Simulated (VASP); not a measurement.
A run of VASP 6.6.1 is set up as follows.

The input INCAR:

```
SYSTEM = InSe
PREC = Accurate
ENCUT = 520
EDIFF = 1E-7
ISMEAR = 0
SIGMA = 0.02
LREAL = .FALSE.
LASPH = .TRUE.
NELM = 60
ALGO = Normal
ISIF = 2
LWAVE = .FALSE.
LCHARG = .TRUE.
LDIPOL = .TRUE.
IDIPOL = 3
DIPOL = 0.5 0.5 0.500
GGA = PE
IVDW = 12
LELF = .TRUE.
LVHAR = .TRUE.
LVACPOTAV = .TRUE.
NBANDS = 27
```

The input KPOINTS:

```
Automatic mesh
0
G
  9 9 1
  0 0 0
```

File POSCAR:

```
InSe
1.0
    4.2280000000      0.0000000000      0.0000000000
   -2.1140000000      3.6615554072      0.0000000000
    0.0000000000      0.0000000000     36.7211901288
Se In
2 2
Direct
    0.0000000000      0.0000000000      0.4314289814
    0.0000000000      0.0000000000      0.5685432738
    0.6666666667      0.3333333333      0.4644126644
    0.6666666667      0.3333333333      0.5355596410
```

Potentials or basis: VASP PAW PBE potentials, release 64 (Se, In_d).

The run is started by

```bash
$ cat potpaw_PBE.64/Se/POTCAR potpaw_PBE.64/In_d/POTCAR > POTCAR
$ mpirun -np 1 vasp_std > vasp.out
```

(1) Estimate the band gap on the k mesh.

(2) What does it give for the ionisation potential of the upper face?

## Answers

(1) 0.96 eV (least direct gap 1.05 eV).

(2) 5.86 eV.

Caveat: spin-orbit coupling is left out, which moves the levels of the heavy elements.
